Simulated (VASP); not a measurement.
# PbSe in VASP: a series of runs

Aim: see how the results for PbSe move with the level of theory and the settings. Levels: LDA, PBEsol, PBE. Tasks: single point.

Everything below comes from runs of VASP 6.6.1. Logs are shortened: lines on timing, memory, paths and dates and some standing lists are left out, and cuts for length are marked.

### Step 1. The cell of the first run

The cell holds a slab with vacuum, 4 atoms: a = 4.355 Å, b = 4.355 Å, c = 12.232 Å, α = 100.23°, β = 100.23°, γ = 90.13°.

### Step 2. Single point, LDA

Input file INCAR:

```
PREC     = Accurate       # precision mode
ENCUT    = 520            # plane-wave cutoff, eV
EDIFF    = 1E-7           # SCF threshold, eV
ISMEAR   = -1             # smearing method
SIGMA    = 0.05           # smearing width, eV
LREAL    = F              # projectors in reciprocal space
LASPH    = T              # aspherical terms in the spheres
NELM     = 100            # most SCF steps
ALGO     = Normal         # electronic algorithm
ISIF     = 2              # what is computed and relaxed
LWAVE    = F              # write WAVECAR
LCHARG   = F              # write CHGCAR
NBANDS   = 28             # bands
```

Input file KPOINTS:

```
regular mesh
0
Gamma
  6 6 3
```

Input file POSCAR:

```
PbSe
1.0
    4.3552219700      0.0000000000      0.0000000000
   -0.0101716689      4.3552100919      0.0000000000
   -2.1725251505     -2.1776050460     11.8386061582
Pb Se
2 2
Direct
    0.8068400000      0.8073040000      0.6184430000
    0.1854540000      0.1998100000      0.3823760000
    0.2873320000      0.3231460000      0.6231940000
    0.6842660000      0.6998950000      0.3779650000
```

Potentials or basis: VASP PAW LDA potentials, release 64 (Pb_d, Se).

Started as:

```
$ cat potpaw_LDA.64/Pb_d/POTCAR potpaw_LDA.64/Se/POTCAR > POTCAR
$ mpirun -np 1 vasp_std > vasp.out
```

OUTCAR:

```text
PREC = Accurate
   ENCUT = 520
   EDIFF = 1E-7
   ISMEAR = -1
   LREAL = F
   LASPH = T
   NELM = 100
   ISIF = 2

 ion  position               nearest neighbor table
   1  0.807  0.807  0.618-   4 2.85   3 2.97   3 3.05   3 3.10   3 3.19   2 4.13   2 4.14
   2  0.185  0.200  0.382-   3 2.85   4 3.07   4 3.08   4 3.09   4 3.09   1 4.13   1 4.14
   3  0.287  0.323  0.623-   2 2.85   1 2.97   1 3.05   1 3.10   1 3.19
   4  0.684  0.700  0.378-   1 2.85   2 3.07   2 3.08   2 3.09   2 3.09

  LATTYP: Found a face centered orthorhombic cell.
 ALAT       =     6.1520173166
 B/A-ratio  =     1.0023382447
 C/A-ratio  =     3.8486907786

  Lattice vectors:

 A1 = (  -2.1826968194,   2.1776050459,  11.8386061582)
 A2 = (   2.1725251506,   2.1776050459,  11.8386061582)
 A3 = (  -0.0101716689,   4.3552100919,   0.0000000000)

Analysis of symmetry for initial positions (statically):
=====================================================================
 Subroutine PRICEL returns:
 Original cell was already a primitive cell.

 Routine SETGRP: Setting up the symmetry group for a
 face centered orthorhombic supercell.

 Subroutine GETGRP returns: Found  1 space group operations
 (whereof  1 operations were pure point group operations)
 out of a pool of  8 trial point group operations.

The static configuration has the point symmetry C_1 .

Analysis of symmetry for dynamics (positions and initial velocities):
=====================================================================
 Subroutine PRICEL returns:
 Original cell was already a primitive cell.

 Routine SETGRP: Setting up the symmetry group for a
 face centered orthorhombic supercell.

 Subroutine GETGRP returns: Found  1 space group operations
 (whereof  1 operations were pure point group operations)
 out of a pool of  8 trial point group operations.

The dynamic configuration has the point symmetry C_1 .

 Subroutine INISYM returns: Found  1 space group operations
 (whereof  1 operations are pure point group operations),
 and found     1 'primitive' translations

----------------------------------------------------------------------------------------

                                     Primitive cell

  volume of cell :     224.5536

  direct lattice vectors                    reciprocal lattice vectors
     4.355221970  0.000000000  0.000000000     0.229609422  0.000536257  0.042234702
    -0.010171669  4.355210092  0.000000000     0.000000000  0.229610048  0.042234702
    -2.172525150 -2.177605046 11.838606158     0.000000000  0.000000000  0.084469403

  length of vectors
     4.355221970  4.355221970 12.231697553     0.233462083  0.233462083  0.084469403

  position of ions in fractional coordinates (direct lattice)
     0.806840000  0.807304000  0.618443000
     0.185454000  0.199810000  0.382376000
     0.287332000  0.323146000  0.623194000
     0.684266000  0.699895000  0.377965000

  ion indices of the primitive-cell ions
   primitive index   ion index
                 1           1
                 2           2
                 3           3
                 4           4

----------------------------------------------------------------------------------------

 KPOINTS: regular mesh

Automatic generation of k-mesh.
 Grid dimensions read from file:
 generate k-points for:    6    6    3

 Generating k-lattice:

  Cartesian coordinates                     Fractional coordinates (reciprocal lattice)
     0.038268237  0.000089376  0.007039117     0.166666667 -0.000000000 -0.000000000
     0.000000000  0.038268341  0.007039117     0.000000000  0.166666667  0.000000000
     0.000000000  0.000000000  0.028156468     0.000000000  0.000000000  0.333333333

  Length of vectors
     0.038910347  0.038910347  0.028156468

  Shift w.r.t. Gamma in fractional coordinates (k-lattice)
     0.000000000  0.000000000  0.000000000

 -----------------------------------------------------------------------------
|                                                                             |
|           W    W    AA    RRRRR   N    N  II  N    N   GGGG   !!!           |
|           W    W   A  A   R    R  NN   N  II  NN   N  G    G  !!!           |
|           W    W  A    A  R    R  N N  N  II  N N  N  G       !!!           |
|           W WW W  AAAAAA  RRRRR   N  N N  II  N  N N  G  GGG   !            |
|           WW  WW  A    A  R   R   N   NN  II  N   NN  G    G                |
|           W    W  A    A  R    R  N    N  II  N    N   GGGG   !!!           |
|                                                                             |
|     Your reciprocal lattice and k-lattice belong to different lattice       |
|     classes:                                                                |
|                                                                             |
|        The reciprocal lattice is body-centered orthorhombic,                |
|        whereas your k-lattice is base-centered monoclinic.                  |
|                                                                             |
|     Results are often still useful ...                                      |
|                                                                             |
 -----------------------------------------------------------------------------

 WARNING: IBZKPT: internal override: KBLOWUP is changed to .FALSE.
      ... skipping the blow-up phase ...

 Subroutine IBZKPT returns following result:
 ===========================================

 Found     56 irreducible k-points:

 Following reciprocal coordinates:
            Coordinates               Weight
  0.000000  0.000000  0.000000      1.000000
  0.166667 -0.000000 -0.000000      2.000000
  0.333333 -0.000000  0.000000      2.000000
  0.500000  0.000000  0.000000      1.000000
  0.000000  0.166667  0.000000      2.000000
  0.166667  0.166667  0.000000      2.000000
[... 16 lines left out ...]
  0.333333 -0.000000  0.333333      2.000000
  0.500000  0.000000  0.333333      2.000000
 [... further k-points ...]
   k-points           NKPTS =     56   k-points in BZ     NKDIM =     56   number of bands    NBANDS=     28
   number of dos      NEDOS =    301   number of ions     NIONS =      4
   total plane-waves  NPLWV =  98304
   dimension x,y,z NGX =    32 NGY =   32 NGZ =   96
   dimension x,y,z NGXF=    64 NGYF=   64 NGZF=  192
   ions per type =               2   2
   NGX,Y,Z   is equivalent  to a cutoff of  12.21, 12.21, 13.05 a.u.
   NGXF,Y,Z  is equivalent  to a cutoff of  24.43, 24.43, 26.10 a.u.
 SYSTEM =  unknown system
   PREC   = accura    normal or accurate (medium, high low for compatibility)
   ISTART =      0    job   : 0-new  1-cont  2-samecut
   ICHARG =      2    charge: 1-file 2-atom 10-const
   ISPIN  =      1    spin polarized calculation?
   LNONCOLLINEAR =      F non collinear calculations
   LSORBIT =      F    spin-orbit coupling
   LASPH  =      T    aspherical Exc in radial PAW
   ENCUT  =  520.0 eV  38.22 Ry    6.18 a.u.   8.10  8.10 22.74*2*pi/ulx,y,z
   NELM   =    100;   NELMIN=  2; NELMDL= -5     # of ELM steps
   EDIFF  = 0.1E-06   stopping-criterion for ELM
   LREAL  =      F    real-space projection
   EDIFFG = 0.1E-05   stopping-criterion for IOM
   NSW    =      0    number of steps for IOM
   IBRION =     -1    ionic relax: 0-MD 1-quasi-New 2-CG
   NFREE  =      0    steps in history (QN), initial steepest desc. (CG)
   ISIF   =      2    stress and relaxation
   ISYM   =      2    0-nonsym 1-usesym 2-fastsym
   POTIM  = 0.5000    time-step for ionic-motion
   TEBEG  =    0.0;   TEEND  =   0.0 temperature during run
   PSTRESS=    0.0 pullay stress
   NELECT =      40.0000    total number of electrons
   NUPDOWN=      -1.0000    fix difference up-down
   EMIN   =  10.00;   EMAX   =-10.00  energy-range for DOS
   EFERMI =   0.00;   METHOD = LEGACY
   ISMEAR =    -1;   SIGMA  =   0.05  broadening in eV -4-tet -1-fermi 0-gaus
   EFERMI_NEDOS =   21; number of points for ismear=-14 and -15
   IALGO  =     38    algorithm
   IMIX   =      4    mixing-type and parameters
     AMIX     =   0.40;   BMIX     =  1.00
     AMIX_MAG =   1.60;   BMIX_MAG =  1.00
  volume/ion in A,a.u.               =      56.14       378.84
  Fermi-wavevector in a.u.,A,eV,Ry     =   0.921131  1.740686 11.544308  0.848483
  Thomas-Fermi vector in A             =   2.046514
   LORBIT       =      0    0 simple, 1 ext, 2 COOP (PROOUT), +10 PAW based schemes
   GGA     = CA    functional components
   LHFCALC =     F    Hartree Fock is set to
   AEXX    =    0.0000 exact exchange contribution
   IVDW    =     0    specifies the selected vdW correction
   LEPSILON=     F    determine dielectric tensor
   LRPA    =     F    only Hartree local field effects (RPA)
 non-spin polarized calculation
  energy-cutoff  :      520.00
  volume of cell :      224.55
 maximum number of plane-waves:      6108
   NGX = 17   NGY = 17   NGZ = 45

 number of electron      40.0000002 magnetization

 Free energy of the ion-electron system (eV)
  ---------------------------------------------------
  ext. energy  EPLUGINS =         0.00000000
  ---------------------------------------------------
  free energy    TOTEN  =       -18.24629886 eV

  energy without entropy =      -18.24629874  energy(sigma->0) =      -18.24629880

 E-fermi :   0.5772     XC(G=0):  -5.9039

 val. band max:       -0.1665576369   @ k =   0.0000   0.5000   0.0000
 cond. band min:       1.2966889095   @ k =   0.0000   0.5000   0.0000
 fundamental gap:      1.4632465463
 Fermi energy:         0.5771940050

 k-point     1 :       0.0000    0.0000    0.0000
  band No.  band energies     occupation
      1     -16.5593      2.00000
      2     -16.4523      2.00000
      3     -16.4497      2.00000
      4     -16.4376      2.00000
      5     -16.4363      2.00000
      6     -16.4325      2.00000
[... 20 lines left out ...]
     27       5.4675      0.00000
     28       5.5221      0.00000

 k-point     2 :       0.1667   -0.0000   -0.0000
  band No.  band energies     occupation
      1     -16.5457      2.00000
      2     -16.4530      2.00000
      3     -16.4442      2.00000
      4     -16.4414      2.00000
      5     -16.4371      2.00000
      6     -16.4354      2.00000
[... 674 lines left out ...]
 k-point    24 :       0.5000    0.0000    0.3333
  band No.  band energies     occupation
      1     -16.4912      2.00000
      2     -16.4732      2.00000
      3     -16.4585      2.00000
      4     -16.4493      2.00000
      5     -16.4385      2.00000
      6     -16.4267      2.00000
[... 20 lines left out ...]
     27       5.7647      0.00000
     28       6.3761      0.00000

 [... further k-points ...]

------------------------ aborting loop because EDIFF is reached ----------------------------------------

  FORCE on cell =-STRESS in cart. coord.  units (eV):
  Direction    XX          YY          ZZ          XY          YZ          ZX
  --------------------------------------------------------------------------------------
  -------------------------------------------------------------------------------------
  Total       -1.9813180     -1.9872448     -1.9727576      0.0176230      0.0347372      0.2029311
  in kB      -14.1365939    -14.1788817    -14.0755159      0.1257392      0.2478478      1.4479021
  external PRESSURE =     -14.1303305 kB  Pullay stress =       0.0000000 kB

 VOLUME and BASIS-vectors are now :
 -----------------------------------------------------------------------------
  energy-cutoff  :      520.00
  volume of cell :      224.55
      direct lattice vectors                 reciprocal lattice vectors
     4.355221970  0.000000000  0.000000000     0.229609422  0.000536257  0.042234702
    -0.010171669  4.355210092  0.000000000     0.000000000  0.229610048  0.042234702
    -2.172525150 -2.177605046 11.838606158     0.000000000  0.000000000  0.084469403

 POSITION                                       TOTAL-FORCE (eV/Angst)
 -----------------------------------------------------------------------------------
      2.16217      2.16925      7.32150        -0.028311      0.029473     -0.345671
     -0.02506      0.03755      4.52680         0.009385     -0.015234      0.369449
     -0.10580      0.05030      7.37775         0.097609     -0.016607     -0.337275
      2.15187      2.22513      4.47458        -0.078683      0.002368      0.313497
 -----------------------------------------------------------------------------------
    total drift:                                0.000680      0.000675      0.000174

  FREE ENERGIE OF THE ION-ELECTRON SYSTEM (eV)
  ---------------------------------------------------
  free  energy   TOTEN  =       -18.2462988570 eV

  energy  without entropy=      -18.2462987354  energy(sigma->0) =      -18.24629880
```

Run time: 3.7 min. Hardware: 1 thread of AMD EPYC 9R45 (Zen 5), shared host; peak memory 0.42 GiB.

Results:

- Free energy: -18.2463 eV
- Largest force: 0.370 eV/Å
- Band gap on the k mesh: 1.46 eV, direct

Forces in eV/Å, atoms in the order of the input:
```
Pb  -0.028  0.029 -0.346
Pb   0.009 -0.015  0.369
Se   0.098 -0.017 -0.337
Se  -0.079  0.002  0.313
```

Caveat: spin-orbit coupling is left out, which moves the levels of the heavy elements.

### Step 3. Single point, PBEsol

Input file INCAR:

```
PREC = Accurate
ENCUT = 520
EDIFF = 1E-7
ISMEAR = -1
SIGMA = 0.05
LREAL = False
LASPH = True
NELM = 100
ALGO = Normal
ISIF = 2
LWAVE = False
LCHARG = True
GGA = PS
LELF = True
LVHAR = True
NBANDS = 28
```

KPOINTS is that of step 2.

POSCAR is that of step 2.

Potentials or basis: VASP PAW PBE potentials, release 64 (Pb_d, Se).

Started as:

```
$ cat potpaw_PBE.64/Pb_d/POTCAR potpaw_PBE.64/Se/POTCAR > POTCAR
$ mpirun -np 1 vasp_std > vasp.out
```

Run time: 3.8 min. Hardware: 1 thread of AMD EPYC 9R45 (Zen 5), shared host; peak memory 0.47 GiB.

It converged, with:

- Free energy: -17.3610 eV
- Largest force: 0.264 eV/Å
- Band gap on the k mesh: 1.51 eV, direct

Forces in eV/Å, atoms in the order of the input:
```
Pb  -0.048  0.041 -0.240
Pb   0.010 -0.013  0.264
Se   0.116 -0.029 -0.221
Se  -0.078  0.000  0.196
```

Levels at points of the mesh, in eV from the valence-band top:
```tsv
k point	band 16	band 17	band 18	band 19	band 20	band 21	band 22	band 23	band 24	band 25
(0.00, 0.00, 0.00)	-2.41	-2.39	-1.42	-1.41	-0.46	2.10	3.96	4.42	4.93	5.09
(0.50, 0.00, 0.00)	-1.69	-0.97	-0.84	-0.05	-0.02	1.54	1.56	2.41	2.59	2.88
(0.00, 0.50, 0.00)	-1.74	-0.93	-0.88	-0.05	0.00	1.51	1.57	2.48	2.54	2.92
(0.50, 0.50, 0.00)	-4.08	-2.88	-2.87	-1.39	-1.38	3.59	3.63	5.07	5.10	5.66
```

Caveat: the PAW data sets were made with another functional, which shifts forces and pressure a little; spin-orbit coupling is left out, which moves the levels of the heavy elements.

(Continued in part 2 of 2.)
